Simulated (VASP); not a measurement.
Here is a VASP 6.6.1 calculation.

The input INCAR:

```
SYSTEM = As
PREC = Accurate
ENCUT = 600
EDIFF = 1E-6
ISMEAR = -1
SIGMA = 0.1
LREAL = .False.
LASPH = .True.
NELM = 100
ALGO = Normal
ISIF = 4
LWAVE = .False.
LCHARG = .False.
GGA = PE
IBRION = 2
NSW = 50
EDIFFG = -0.005
```

Contents of KPOINTS:

```
Automatic mesh
0
Gamma
  16 16 9
  0 0 0
```

The input POSCAR:

```
As
1.0
    2.3479710878      0.0000000000      0.0000000000
   -1.1739855439      2.0334026094      0.0000000000
    0.0000000000      0.0000000000      4.0628556686
As
2
Direct
    0.3333333333      0.6666666667      0.2500000000
    0.6666666667      0.3333333333      0.7500000000
```

Potentials or basis: VASP PAW PBE potentials, release 64 (As).

Run with:

```sh
$ cat potpaw_PBE.64/As/POTCAR > POTCAR
$ mpirun -np 1 vasp_std > vasp.out
```

What does it give for the band gap on the k mesh?

Zero (bands 5 and 6 overlap by 16.97 eV).

Step by step:
```csv
step,energy change (eV),largest force (eV/Å),pressure (GPa),volume (Å³)
1,0.0000,0.0000,249.64,19.40
2,-0.1464,0.0000,247.10,19.40
3,-0.1569,0.0000,246.86,19.40
4,-0.1568,0.0000,246.86,19.40
5,-0.1568,0.0000,246.86,19.40
6,-0.1569,0.0000,246.86,19.40
7,-0.1569,0.0000,246.86,19.40
8,-0.1569,0.0000,246.86,19.40
9,-0.1569,0.0000,246.86,19.40
10,-0.1569,0.0000,246.86,19.40
11,-0.1569,0.0000,246.86,19.40
12,-0.1569,0.0000,246.86,19.40
13,-0.1569,0.0000,246.86,19.40
```
